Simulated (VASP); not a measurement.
# As2Se (Fm-3m) in VASP: further runs

Runs on As2Se. Level: PBE. Tasks: single point, relaxation of cell and atoms.

Program: VASP 6.6.1. These are calculated values, not measurements. Logs are shortened: lines on timing, memory, paths and dates and some standing lists are left out, and cuts for length are marked.

**1. The cell of the first run**

Symmetry: Fm-3m, No. 225, cubic system. Conventional cell: a = 6.535 Å, b = 6.535 Å, c = 6.535 Å, α = 90.00°, β = 90.00°, γ = 90.00°. Within 3.7 Å of As (site symmetry -43m) lie 4 Se at 2.83 Å and 6 As at 3.27 Å. Se (site symmetry m-3m) has 8 As at 2.83 Å within 3.7 Å.

**2. Single point, PBE**

The input, INCAR:

```
PREC = Accurate
ENCUT = 520
EDIFF = 1E-6
ISMEAR = 0
SIGMA = 0.1
LREAL = False
LASPH = True
NELM = 100
ALGO = Normal
ISIF = 2
LWAVE = False
LCHARG = True
GGA = PE
LELF = True
LVHAR = True
NBANDS = 15
```

The input, KPOINTS:

```
regular mesh
0
Gamma
  12 12 12
```

The input, POSCAR:

```
As2Se
1.0
    0.0000000000      3.2674100661      3.2674100661
    3.2674100661      0.0000000000      3.2674100661
    3.2674100661      3.2674100661      0.0000000000
As Se
2 1
Direct
    0.2500000000      0.2500000000      0.2500000000
    0.7500000000      0.7500000000      0.7500000000
    0.0000000000      0.0000000000      0.0000000000
```

Potentials or basis: VASP PAW PBE potentials, release 64 (As, Se).

Launch:

```
> cat potpaw_PBE.64/As/POTCAR potpaw_PBE.64/Se/POTCAR > POTCAR
> mpirun -np 1 vasp_std > vasp.out
```

OUTCAR:

```text
PREC = Accurate
   ENCUT = 520
   EDIFF = 1E-6
   ISMEAR = 0
   LREAL = False
   LASPH = True
   NELM = 100
   ISIF = 2
   GGA = PE

 ion  position               nearest neighbor table
   1  0.250  0.250  0.250-   3 2.83   3 2.83   3 2.83   3 2.83
   2  0.750  0.750  0.750-   3 2.83   3 2.83   3 2.83   3 2.83
   3  0.000  0.000  0.000-   2 2.83   2 2.83   2 2.83   1 2.83   2 2.83   1 2.83   1 2.83   1 2.83

  LATTYP: Found a face centered cubic cell.
 ALAT       =     6.5348201322

  Lattice vectors:

 A1 = (   0.0000000000,   3.2674100661,   3.2674100661)
 A2 = (   3.2674100661,   0.0000000000,   3.2674100661)
 A3 = (   3.2674100661,   3.2674100661,   0.0000000000)

Analysis of symmetry for initial positions (statically):
=====================================================================
 Subroutine PRICEL returns:
 Original cell was already a primitive cell.

 Routine SETGRP: Setting up the symmetry group for a
 face centered cubic supercell.

 Subroutine GETGRP returns: Found 48 space group operations
 (whereof 48 operations were pure point group operations)
 out of a pool of 48 trial point group operations.

The static configuration has the point symmetry O_h .

Analysis of symmetry for dynamics (positions and initial velocities):
=====================================================================
 Subroutine PRICEL returns:
 Original cell was already a primitive cell.

 Routine SETGRP: Setting up the symmetry group for a
 face centered cubic supercell.

 Subroutine GETGRP returns: Found 48 space group operations
 (whereof 48 operations were pure point group operations)
 out of a pool of 48 trial point group operations.

The dynamic configuration has the point symmetry O_h .

 Subroutine INISYM returns: Found 48 space group operations
 (whereof 48 operations are pure point group operations),
 and found     1 'primitive' translations

----------------------------------------------------------------------------------------

                                     Primitive cell

  volume of cell :      69.7655

  direct lattice vectors                    reciprocal lattice vectors
     0.000000000  3.267410066  3.267410066    -0.153026400  0.153026400  0.153026400
     3.267410066  0.000000000  3.267410066     0.153026400 -0.153026400  0.153026400
     3.267410066  3.267410066  0.000000000     0.153026400  0.153026400 -0.153026400

  length of vectors
     4.620815629  4.620815629  4.620815629     0.265049500  0.265049500  0.265049500

  position of ions in fractional coordinates (direct lattice)
     0.250000000  0.250000000  0.250000000
     0.750000000  0.750000000  0.750000000
     0.000000000  0.000000000  0.000000000

  ion indices of the primitive-cell ions
   primitive index   ion index
                 1           1
                 2           2
                 3           3

----------------------------------------------------------------------------------------

 KPOINTS: regular mesh

Automatic generation of k-mesh.
 Grid dimensions read from file:
 generate k-points for:   12   12   12

 Generating k-lattice:

  Cartesian coordinates                     Fractional coordinates (reciprocal lattice)
    -0.012752200  0.012752200  0.012752200     0.083333333  0.000000000  0.000000000
     0.012752200 -0.012752200  0.012752200     0.000000000  0.083333333  0.000000000
     0.012752200  0.012752200 -0.012752200     0.000000000  0.000000000  0.083333333

  Length of vectors
     0.022087458  0.022087458  0.022087458

  Shift w.r.t. Gamma in fractional coordinates (k-lattice)
     0.000000000  0.000000000  0.000000000

 Subroutine IBZKPT returns following result:
 ===========================================

 Found     72 irreducible k-points:

 Following reciprocal coordinates:
            Coordinates               Weight
  0.000000  0.000000  0.000000      1.000000
  0.083333  0.000000  0.000000      8.000000
  0.166667  0.000000  0.000000      8.000000
  0.250000  0.000000  0.000000      8.000000
  0.333333  0.000000  0.000000      8.000000
  0.416667  0.000000  0.000000      8.000000
[... 16 lines left out ...]
  0.500000  0.166667  0.000000     24.000000
 -0.416667  0.166667  0.000000     24.000000
 [... further k-points ...]
   k-points           NKPTS =     72   k-points in BZ     NKDIM =     72   number of bands    NBANDS=     15
   number of dos      NEDOS =    301   number of ions     NIONS =      3
   total plane-waves  NPLWV =  46656
   dimension x,y,z NGX =    36 NGY =   36 NGZ =   36
   dimension x,y,z NGXF=    72 NGYF=   72 NGZF=   72
   ions per type =               2   1
   NGX,Y,Z   is equivalent  to a cutoff of  12.95, 12.95, 12.95 a.u.
   NGXF,Y,Z  is equivalent  to a cutoff of  25.90, 25.90, 25.90 a.u.
 SYSTEM =  unknown system
   PREC   = accura    normal or accurate (medium, high low for compatibility)
   ISTART =      0    job   : 0-new  1-cont  2-samecut
   ICHARG =      2    charge: 1-file 2-atom 10-const
   ISPIN  =      1    spin polarized calculation?
   LNONCOLLINEAR =      F non collinear calculations
   LSORBIT =      F    spin-orbit coupling
   LASPH  =      T    aspherical Exc in radial PAW
   ENCUT  =  520.0 eV  38.22 Ry    6.18 a.u.   8.59  8.59  8.59*2*pi/ulx,y,z
   NELM   =    100;   NELMIN=  2; NELMDL= -5     # of ELM steps
   EDIFF  = 0.1E-05   stopping-criterion for ELM
   LREAL  =      F    real-space projection
   EDIFFG = 0.1E-04   stopping-criterion for IOM
   NSW    =      0    number of steps for IOM
   IBRION =     -1    ionic relax: 0-MD 1-quasi-New 2-CG
   NFREE  =      0    steps in history (QN), initial steepest desc. (CG)
   ISIF   =      2    stress and relaxation
   ISYM   =      2    0-nonsym 1-usesym 2-fastsym
   POTIM  = 0.5000    time-step for ionic-motion
   TEBEG  =    0.0;   TEEND  =   0.0 temperature during run
   PSTRESS=    0.0 pullay stress
   NELECT =      16.0000    total number of electrons
   NUPDOWN=      -1.0000    fix difference up-down
   EMIN   =  10.00;   EMAX   =-10.00  energy-range for DOS
   EFERMI =   0.00;   METHOD = LEGACY
   ISMEAR =     0;   SIGMA  =   0.10  broadening in eV -4-tet -1-fermi 0-gaus
   EFERMI_NEDOS =   21; number of points for ismear=-14 and -15
   IALGO  =     38    algorithm
   IMIX   =      4    mixing-type and parameters
     AMIX     =   0.40;   BMIX     =  1.00
     AMIX_MAG =   1.60;   BMIX_MAG =  1.00
  volume/ion in A,a.u.               =      23.26       156.93
  Fermi-wavevector in a.u.,A,eV,Ry     =   1.002077  1.893651 13.662409  1.004159
  Thomas-Fermi vector in A             =   2.134541
   LORBIT       =      0    0 simple, 1 ext, 2 COOP (PROOUT), +10 PAW based schemes
   GGA     = PE    functional components
   LHFCALC =     F    Hartree Fock is set to
   AEXX    =    0.0000 exact exchange contribution
   IVDW    =     0    specifies the selected vdW correction
   LEPSILON=     F    determine dielectric tensor
   LRPA    =     F    only Hartree local field effects (RPA)
 non-spin polarized calculation
 Gauss-broadening in eV      SIGMA  =   0.10
  energy-cutoff  :      520.00
  volume of cell :       69.77
 maximum number of plane-waves:      1899
   NGX = 17   NGY = 17   NGZ = 17

 number of electron      15.9999999 magnetization

 Free energy of the ion-electron system (eV)
  ---------------------------------------------------
  ext. energy  EPLUGINS =         0.00000000
  ---------------------------------------------------
  free energy    TOTEN  =       -10.92943823 eV

  energy without entropy =      -10.92181738  energy(sigma->0) =      -10.92562781

 E-fermi :   4.7158     XC(G=0):  -9.6992

 val. band max:        4.7104456780   @ k =   0.4167   0.3333   0.0833
 cond. band min:       4.7829891588   @ k =  -0.3333   0.3333   0.0833
 fundamental gap:      0.0725434808
 Fermi energy:         4.7158324772

 k-point     1 :       0.0000    0.0000    0.0000
  band No.  band energies     occupation
      1     -10.9192      2.00000
      2      -4.4985      2.00000
      3      -3.9756      2.00000
      4       0.7973      2.00000
      5       0.7973      2.00000
      6       0.7973      2.00000
      7       2.0075      2.00000
      8       2.0075      2.00000
      9       2.0075      2.00000
     10       6.6031      0.00000
     11       6.6031      0.00000
     12       6.6031      0.00000
     13       9.8011      0.00000
     14       9.8011      0.00000
     15      11.1974      0.00000

 k-point     2 :       0.0833    0.0000    0.0000
  band No.  band energies     occupation
      1     -10.8703      2.00000
      2      -4.6188      2.00000
      3      -4.0747      2.00000
      4       0.6148      2.00000
      5       0.6682      2.00000
      6       0.6682      2.00000
      7       2.1655      2.00000
      8       2.1655      2.00000
      9       2.5499      2.00000
     10       6.4800      0.00000
     11       6.4800      0.00000
     12       6.4833      0.00000
     13      10.1169      0.00000
     14      10.1169      0.00000
     15      11.4743      0.00000

 k-point     3 :       0.1667    0.0000    0.0000
  band No.  band energies     occupation
      1     -10.7277      2.00000
      2      -4.9586      2.00000
      3      -4.3360      2.00000
      4       0.4156      2.00000
      5       0.4156      2.00000
      6       0.5726      2.00000
      7       2.4780      2.00000
      8       2.4780      2.00000
      9       3.5623      2.00000
     10       6.2551      0.00000
     11       6.2776      0.00000
     12       6.2776      0.00000
     13      10.8977      0.00000
     14      10.8977      0.00000
     15      12.0323      0.00000
[... 343 lines left out ...]
 k-point    23 :       0.5000    0.1667    0.0000
  band No.  band energies     occupation
      1      -9.8166      2.00000
      2      -6.5584      2.00000
      3      -5.4218      2.00000
      4      -0.5655      2.00000
      5      -0.0549      2.00000
      6       1.2724      2.00000
      7       3.6960      2.00000
      8       3.9678      2.00000
      9       4.4954      1.99818
     10       6.5438      0.00000
     11       6.9491      0.00000
     12       7.1986      0.00000
     13      11.0945      0.00000
     14      11.9244      0.00000
     15      13.4166      0.00000

 k-point    24 :      -0.4167    0.1667    0.0000
  band No.  band energies     occupation
      1      -9.7876      2.00000
      2      -6.5888      2.00000
      3      -5.4792      2.00000
      4      -0.4373      2.00000
      5      -0.0677      2.00000
      6       1.2143      2.00000
      7       3.5495      2.00000
      8       4.2774      2.00000
      9       4.4576      1.99974
     10       6.4138      0.00000
     11       6.4974      0.00000
     12       7.6370      0.00000
     13      10.9239      0.00000
     14      12.3692      0.00000
     15      13.2219      0.00000

 [... further k-points ...]
[... 5 lines left out ...]
  --------------------------------------------------------------------------------------
  -------------------------------------------------------------------------------------
  Total        0.0137704      0.0137704      0.0137704      0.0000000      0.0000000      0.0000000
  in kB        0.3162391      0.3162391      0.3162391      0.0000000      0.0000000      0.0000000
  external PRESSURE =       0.3162391 kB  Pullay stress =       0.0000000 kB

 VOLUME and BASIS-vectors are now :
 -----------------------------------------------------------------------------
  energy-cutoff  :      520.00
  volume of cell :       69.77
      direct lattice vectors                 reciprocal lattice vectors
     0.000000000  3.267410066  3.267410066    -0.153026400  0.153026400  0.153026400
     3.267410066  0.000000000  3.267410066     0.153026400 -0.153026400  0.153026400
     3.267410066  3.267410066  0.000000000     0.153026400  0.153026400 -0.153026400

 POSITION                                       TOTAL-FORCE (eV/Angst)
 -----------------------------------------------------------------------------------
      1.63371      1.63371      1.63371         0.000000      0.000000      0.000000
      4.90112      4.90112      4.90112        -0.000000      0.000000     -0.000000
      0.00000      0.00000      0.00000        -0.000000     -0.000000     -0.000000
 -----------------------------------------------------------------------------------
    total drift:                                0.000000      0.000000      0.000000

  FREE ENERGIE OF THE ION-ELECTRON SYSTEM (eV)
  ---------------------------------------------------
  free  energy   TOTEN  =       -10.9294382277 eV

  energy  without entropy=      -10.9218173824  energy(sigma->0) =      -10.92562781
```

Run time: 46 s. Hardware: 1 thread of AMD EPYC 9R45 (Zen 5), shared host; peak memory 0.22 GiB.

Results:

```
Free energy            : -10.9294 eV
Pressure               : 0.0 GPa
Band gap on the k mesh : zero (band 8 reaches 6.33 eV, above the bottom of band 9 at 2.01 eV)
```

**3. Relaxation of cell and atoms, PBE**

This run uses another cell than the first one, of 23.31 Å³/atom, 1.002 times its volume.

The input, INCAR:

```
SYSTEM = As2Se
PREC     = Accurate       ! precision mode
ENCUT    = 600            ! plane-wave cutoff, eV
EDIFF    = 1E-6           ! SCF threshold, eV
ISMEAR   = 0              ! smearing method
SIGMA    = 0.1            ! smearing width, eV
LREAL    = .FALSE.        ! projectors in reciprocal space
LASPH    = .TRUE.         ! aspherical terms in the spheres
NELM     = 100            ! most SCF steps
ALGO     = Normal         ! electronic algorithm
ISIF     = 3              ! what is computed and relaxed
LWAVE    = .FALSE.        ! write WAVECAR
LCHARG   = .FALSE.        ! write CHGCAR
GGA      = PE             ! functional
IBRION   = 2              ! ionic algorithm
NSW      = 100            ! ionic steps
EDIFFG   = -0.01          ! ionic threshold
```

The input, KPOINTS:

```
Automatic mesh
0
G
  12 12 12
  0 0 0
```

The input, POSCAR:

```
As2Se
1.0
    0.0000000000      3.2699109850      3.2699109850
    3.2699109850      0.0000000000      3.2699109850
    3.2699109850      3.2699109850      0.0000000000
As Se
2 1
Direct
    0.2500000000      0.2500000000      0.2500000000
    0.7500000000      0.7500000000      0.7500000000
    0.0000000000      0.0000000000      0.0000000000
```

Potentials or basis: VASP PAW PBE potentials, release 64 (As, Se).

Launch:

```
> cat potpaw_PBE.64/As/POTCAR potpaw_PBE.64/Se/POTCAR > POTCAR
> mpirun -np 1 vasp_std > vasp.out
```

Wall time 64 s (1 thread of AMD EPYC 9R45 (Zen 5), shared host); peak memory 0.26 GiB.

Results (log left out):

| Item | Value |
| --- | --- |
| Free energy | -10.9295 eV |
| Relaxed volume | 23.26 Å³/atom |
| Relaxed cell | a = 4.621 Å, b = 4.621 Å, c = 4.621 Å, α = 60.00°, β = 60.00°, γ = 60.00° |
| Space group after relaxing (to 0.05 Å) | Fm-3m (No. 225) |
| Energy gained by relaxing | 0.0 meV/atom |
| Ionic steps | 2 |
| Pressure after relaxing | 0.0 GPa |
| Band gap on the k mesh | zero (band 8 reaches 6.33 eV, above the bottom of band 9 at 2.01 eV) |

Final structure:
```
As Se
1.0
     0.00000    3.26741    3.26741
     3.26741    0.00000    3.26741
     3.26741    3.26741    0.00000
As Se
2 1
Direct
  0.25000 0.25000 0.25000
  0.75000 0.75000 0.75000
  0.00000 0.00000 0.00000
```

Levels at points of the mesh, in eV from the Fermi level:
```tsv
k point	band 6	band 7	band 8	band 9	band 10	band 11
(0.00, 0.00, 0.00)	-3.92	-2.71	-2.71	-2.71	1.89	1.89
(0.50, 0.00, 0.00)	-3.03	-1.80	-1.80	0.56	1.90	2.18
(0.50, 0.50, 0.00)	-3.17	-0.70	1.57	1.57	2.10	2.10
```
